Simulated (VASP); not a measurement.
# TaN (Fm-3m) in VASP: a series of runs

Runs on TaN. Level: PBE. Tasks: single point.

Program: VASP 6.6.1. These are calculated values, not measurements. Logs are shortened: lines on timing, memory, paths and dates and some standing lists are left out, and cuts for length are marked.

## (1) The cell of the first run

It takes space group Fm-3m (No. 225, cubic). Conventional cell: a = 4.396 Å, b = 4.396 Å, c = 4.396 Å, α = 90.00°, β = 90.00°, γ = 90.00°. Ta (site symmetry m-3m) has 6 N at 2.20 Å within 2.9 Å. N (site symmetry m-3m) has 6 Ta at 2.20 Å within 2.9 Å.

## (2) Single point, PBE

Contents of INCAR:

```
SYSTEM = TaN
PREC = Accurate ; ENCUT = 520
EDIFF = 1E-6 ; ISMEAR = 0
SIGMA = 0.15 ; LREAL = .False.
LASPH = .True. ; NELM = 100
ALGO = Normal ; ISIF = 2
LWAVE = .False. ; LCHARG = .False.
GGA = PE ; NBANDS = 15
```

Contents of KPOINTS:

```
regular mesh
0
Gamma
  11 11 11
  0 0 0
```

Contents of POSCAR:

```
TaN
1.0
    0.0000000000      2.1981992271      2.1981992271
    2.1981992271      0.0000000000      2.1981992271
    2.1981992271      2.1981992271      0.0000000000
Ta N
1 1
Direct
    0.5000000000      0.5000000000      0.5000000000
    0.0000000000      0.0000000000      0.0000000000
```

Potentials or basis: VASP PAW PBE potentials, release 64 (Ta_pv, N).

On the command line:

```console
$ cat potpaw_PBE.64/Ta_pv/POTCAR potpaw_PBE.64/N/POTCAR > POTCAR
$ mpirun -np 1 vasp_std > vasp.out
```

OUTCAR:

```text
SYSTEM = TaN
   PREC = Accurate
   ENCUT = 520
   EDIFF = 1E-6
   ISMEAR = 0
   LREAL = .False.
   LASPH = .True.
   NELM = 100
   ISIF = 2
   GGA = PE

 ion  position               nearest neighbor table
   1  0.500  0.500  0.500-   2 2.20   2 2.20   2 2.20   2 2.20   2 2.20   2 2.20
   2  0.000  0.000  0.000-   1 2.20   1 2.20   1 2.20   1 2.20   1 2.20   1 2.20

  LATTYP: Found a face centered cubic cell.
 ALAT       =     4.3963984542

  Lattice vectors:

 A1 = (   0.0000000000,   2.1981992271,   2.1981992271)
 A2 = (   2.1981992271,   0.0000000000,   2.1981992271)
 A3 = (   2.1981992271,   2.1981992271,   0.0000000000)

Analysis of symmetry for initial positions (statically):
=====================================================================
 Subroutine PRICEL returns:
 Original cell was already a primitive cell.

 Routine SETGRP: Setting up the symmetry group for a
 face centered cubic supercell.

 Subroutine GETGRP returns: Found 48 space group operations
 (whereof 48 operations were pure point group operations)
 out of a pool of 48 trial point group operations.

The static configuration has the point symmetry O_h .

Analysis of symmetry for dynamics (positions and initial velocities):
=====================================================================
 Subroutine PRICEL returns:
 Original cell was already a primitive cell.

 Routine SETGRP: Setting up the symmetry group for a
 face centered cubic supercell.

 Subroutine GETGRP returns: Found 48 space group operations
 (whereof 48 operations were pure point group operations)
 out of a pool of 48 trial point group operations.

The dynamic configuration has the point symmetry O_h .

 Subroutine INISYM returns: Found 48 space group operations
 (whereof 48 operations are pure point group operations),
 and found     1 'primitive' translations

----------------------------------------------------------------------------------------

                                     Primitive cell

  volume of cell :      21.2437

  direct lattice vectors                    reciprocal lattice vectors
     0.000000000  2.198199227  2.198199227    -0.227458910  0.227458910  0.227458910
     2.198199227  0.000000000  2.198199227     0.227458910 -0.227458910  0.227458910
     2.198199227  2.198199227  0.000000000     0.227458910  0.227458910 -0.227458910

  length of vectors
     3.108723160  3.108723160  3.108723160     0.393970389  0.393970389  0.393970389

  position of ions in fractional coordinates (direct lattice)
     0.500000000  0.500000000  0.500000000
     0.000000000  0.000000000  0.000000000

  ion indices of the primitive-cell ions
   primitive index   ion index
                 1           1
                 2           2

----------------------------------------------------------------------------------------
[... 87 lines left out ...]
   IALGO  =     38    algorithm
   IMIX   =      4    mixing-type and parameters
     AMIX     =   0.40;   BMIX     =  1.00
     AMIX_MAG =   1.60;   BMIX_MAG =  1.00
  volume/ion in A,a.u.               =      10.62        71.68
  Fermi-wavevector in a.u.,A,eV,Ry     =   1.489491  2.814729 30.185645  2.218582
  Thomas-Fermi vector in A             =   2.602392
   LORBIT       =      0    0 simple, 1 ext, 2 COOP (PROOUT), +10 PAW based schemes
   GGA     = PE    functional components
   LHFCALC =     F    Hartree Fock is set to
   AEXX    =    0.0000 exact exchange contribution
   IVDW    =     0    specifies the selected vdW correction
   LEPSILON=     F    determine dielectric tensor
   LRPA    =     F    only Hartree local field effects (RPA)
 non-spin polarized calculation
 Gauss-broadening in eV      SIGMA  =   0.15
  energy-cutoff  :      520.00
  volume of cell :       21.24
 maximum number of plane-waves:       584
   NGX = 11   NGY = 11   NGZ = 11

 number of electron      16.0000002 magnetization

 Free energy of the ion-electron system (eV)
  ---------------------------------------------------
  ext. energy  EPLUGINS =         0.00000000
  ---------------------------------------------------
  free energy    TOTEN  =       -21.81824516 eV

  energy without entropy =      -21.80944542  energy(sigma->0) =      -21.81384529

 E-fermi :   9.5914     XC(G=0): -13.4429

 val. band max:        9.5077652642   @ k =  -0.3636   0.2727   0.0909
 cond. band min:       9.6218004545   @ k =   0.0000   0.0000   0.0000
 fundamental gap:      0.1140351903
 Fermi energy:         9.5913776349

 k-point     1 :       0.0000    0.0000    0.0000
  band No.  band energies     occupation
      1     -26.2184      2.00000
      2     -26.2184      2.00000
      3     -26.2184      2.00000
      4      -9.3137      2.00000
      5       5.7281      2.00000
      6       5.7281      2.00000
      7       5.7281      2.00000
      8       7.4491      2.00000
      9       7.4491      2.00000
     10       7.4491      2.00000
     11       9.6218      0.77424
     12       9.6218      0.77424
     13      11.0841      0.00000
     14      18.9621      0.00000
[... 401 lines left out ...]
      2     -26.4006      2.00000
      3     -26.2532      2.00000
      4      -7.6705      2.00000
      5       1.2840      2.00000
      6       2.7070      2.00000
      7       3.4839      2.00000
      8       8.8604      2.00000
      9       9.2417      1.99902
     10      10.9488      0.00000
     11      11.4407      0.00000
     12      15.1880      0.00000
     13      15.4715      0.00000
     14      21.9103      0.00000
     15      22.8535      0.00000

 [... further k-points ...]

------------------------ aborting loop because EDIFF is reached ----------------------------------------

  FORCE on cell =-STRESS in cart. coord.  units (eV):
  Direction    XX          YY          ZZ          XY          YZ          ZX
  --------------------------------------------------------------------------------------
  -------------------------------------------------------------------------------------
  Total        0.7542314      0.7542314      0.7542314      0.0000000     -0.0000000      0.0000000
  in kB       56.8832033     56.8832033     56.8832033      0.0000000     -0.0000000      0.0000000
  external PRESSURE =      56.8832033 kB  Pullay stress =       0.0000000 kB

 VOLUME and BASIS-vectors are now :
 -----------------------------------------------------------------------------
  energy-cutoff  :      520.00
  volume of cell :       21.24
      direct lattice vectors                 reciprocal lattice vectors
     0.000000000  2.198199227  2.198199227    -0.227458910  0.227458910  0.227458910
     2.198199227  0.000000000  2.198199227     0.227458910 -0.227458910  0.227458910
     2.198199227  2.198199227  0.000000000     0.227458910  0.227458910 -0.227458910

 POSITION                                       TOTAL-FORCE (eV/Angst)
 -----------------------------------------------------------------------------------
      2.19820      2.19820      2.19820        -0.000000     -0.000000     -0.000000
      0.00000      0.00000      0.00000         0.000000      0.000000      0.000000
 -----------------------------------------------------------------------------------
    total drift:                                0.000000     -0.000000     -0.000000

  FREE ENERGIE OF THE ION-ELECTRON SYSTEM (eV)
  ---------------------------------------------------
  free  energy   TOTEN  =       -21.8182451551 eV

  energy  without entropy=      -21.8094454231  energy(sigma->0) =      -21.81384529
```

Wall time 7.9 s (1 thread of Intel Xeon 6975P-C, shared host); peak memory 0.15 GiB.

What came out:

```yaml
Free_energy: -21.8182 eV
Pressure: 5.7 GPa
Band_gap_on_the_k_mesh: zero (band 8 reaches 11.24 eV, above the bottom of band 9 at 7.45 eV)
```

Caveat: spin-orbit coupling is left out, which moves the levels of the heavy elements.

## (3) Single point, PBE

This run uses another cell than the first one, of 10.90 Å³/atom, 1.026 times its volume.

Contents of INCAR:

```
PREC = Accurate ; ENCUT = 520
EDIFF = 1E-6 ; ISMEAR = 0
SIGMA = 0.15 ; LREAL = F
LASPH = T ; NELM = 80
ALGO = Normal ; ISIF = 2
LWAVE = F ; LCHARG = T
GGA = PE ; LELF = T
LVHAR = T ; NBANDS = 15
```

Contents of KPOINTS:

```
Automatic mesh
0
Gamma
  11 11 11
```

Contents of POSCAR:

```
TaN
1.0
    0.0000000000      2.2170688130      2.2170688130
    2.2170688130      0.0000000000      2.2170688130
    2.2170688130      2.2170688130      0.0000000000
Ta N
1 1
Direct
    0.5000000000      0.5000000000      0.5000000000
    0.0000000000      0.0000000000      0.0000000000
```

Potentials or basis: VASP PAW PBE potentials, release 64 (Ta_pv, N).

On the command line:

```console
$ cat potpaw_PBE.64/Ta_pv/POTCAR potpaw_PBE.64/N/POTCAR > POTCAR
$ mpirun -np 1 vasp_std > vasp.out
```

Wall time 8.6 s (1 thread of Intel Xeon 6975P-C, shared host); peak memory 0.15 GiB.

It converged, with:

- Free energy: -21.8231 eV
- Pressure: -2.9 GPa
- Band gap on the k mesh: zero (band 8 reaches 10.88 eV, above the bottom of band 9 at 7.23 eV)

Levels at points of the mesh, in eV from the Fermi level:
```tsv
k point	band 5	band 6	band 7	band 8	band 9	band 10	band 11	band 12
(0.00, 0.00, 0.00)	-3.78	-3.78	-3.78	-2.07	-2.07	-2.07	0.03	0.03
```

Caveat: spin-orbit coupling is left out, which moves the levels of the heavy elements.

## (4) Single point, PBE

This run uses another cell than the first one, of 11.17 Å³/atom, 1.052 times its volume.

Contents of INCAR:

```
SYSTEM = TaN
PREC = Accurate ; ENCUT = 520
EDIFF = 1E-6 ; ISMEAR = 0
SIGMA = 0.15 ; LREAL = .False.
LASPH = .True. ; NELM = 100
ALGO = Normal ; ISIF = 2
LWAVE = .False. ; LCHARG = .True.
GGA = PE ; LELF = .True.
LVHAR = .True. ; NBANDS = 15
```

Contents of KPOINTS:

```
Automatic mesh
0
Gamma
  11 11 11
  0 0 0
```

Contents of POSCAR:

```
TaN
1.0
    0.0000000000      2.2356225527      2.2356225527
    2.2356225527      0.0000000000      2.2356225527
    2.2356225527      2.2356225527      0.0000000000
Ta N
1 1
Direct
    0.5000000000      0.5000000000      0.5000000000
    0.0000000000      0.0000000000      0.0000000000
```

On the command line:

```console
$ cat potpaw_PBE.64/Ta_pv/POTCAR potpaw_PBE.64/N/POTCAR > POTCAR
$ mpirun -np 1 vasp_std > vasp.out
```

It took 8.7 s on 1 thread of Intel Xeon 6975P-C, shared host; peak memory 0.15 GiB.

Results (log left out):

- Free energy: -21.8003 eV
- Pressure: -10.4 GPa
- Band gap on the k mesh: zero (band 8 reaches 10.54 eV, above the bottom of band 9 at 7.02 eV)

Levels at points of the mesh, in eV from the Fermi level:
| k point | band 4 | band 5 | band 6 | band 7 | band 8 | band 9 | band 10 | band 11 | band 12 | band 13 |
| --- | --- | --- | --- | --- | --- | --- | --- | --- | --- | --- |
| (0.00, 0.00, 0.00) | -18.48 | -3.71 | -3.71 | -3.71 | -2.00 | -2.00 | -2.00 | 0.03 | 0.03 | 1.08 |

Caveat: spin-orbit coupling is left out, which moves the levels of the heavy elements.

## (5) Overview

| cell | gap on the mesh (eV) | pressure (GPa) |
| --- | --- | --- |
| a = 3.109 Å, angles 60.0°, 2 atoms | none | 5.7 |
| a = 3.135 Å, angles 60.0°, 2 atoms | none | -2.9 |
| a = 3.162 Å, angles 60.0°, 2 atoms | none | -10.4 |

Alike in all rows: task single point; level PBE; potentials or basis VASP PAW PBE potentials, release 64 (Ta_pv, N); no spin polarisation; k mesh 11 × 11 × 11; cutoff (eV) 520; smearing gaussian 0.15 eV.

Caveats: spin-orbit coupling is left out, which moves the levels of the heavy elements.

Total energies depend on the potentials used, so only differences within one code and one set of settings carry meaning.
